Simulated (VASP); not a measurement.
A run of VASP 6.6.1:

File INCAR:

```
SYSTEM = ScRu3
PREC = Accurate ; ENCUT = 600
EDIFF = 1E-6 ; ISMEAR = -1
SIGMA = 0.05 ; LREAL = .False.
LASPH = .True. ; NELM = 150
ALGO = Fast ; ISIF = 3
LWAVE = .False. ; LCHARG = .False.
LMAXMIX = 4 ; LDAU = .True.
LDAUTYPE = 2 ; LDAUL = 2 2
LDAUU = 4 4 ; LDAUJ = 0 0
LDAUPRINT = 1 ; GGA = PS
IBRION = 2 ; NSW = 60
EDIFFG = -0.01
```

Contents of KPOINTS:

```
regular mesh
0
Gamma
  7 7 7
  0 0 0
```

The input POSCAR:

```
ScRu3
1.0
   -1.9492590000      1.9492590000      4.0222910000
    1.9492590000     -1.9492590000      4.0222910000
    1.9492590000      1.9492590000     -4.0222910000
Ru Sc
3 1
Direct
    0.5000000000      0.5000000000      0.0000000000
    0.2500000000      0.7500000000      0.5000000000
    0.7500000000      0.2500000000      0.5000000000
    0.0000000000      0.0000000000      0.0000000000
```

Potentials or basis: VASP PAW PBE potentials, release 64 (Ru_pv, Sc_sv).

Command:

```bash
$ cat potpaw_PBE.64/Ru_pv/POTCAR potpaw_PBE.64/Sc_sv/POTCAR > POTCAR
$ mpirun -np 1 vasp_std > vasp.out
```

Hardware: 1 thread of Intel(R) Xeon(R) Platinum 8488C (Sapphire Rapids), with other jobs on the host.

Q: How long does it take, and how much memory?

A: Run time: 9.3 min on 1 thread of Intel(R) Xeon(R) Platinum 8488C (Sapphire Rapids), on a shared host, peak memory 0.29 GiB. Counts: scf iterations 95, k points 40, ion steps 9.
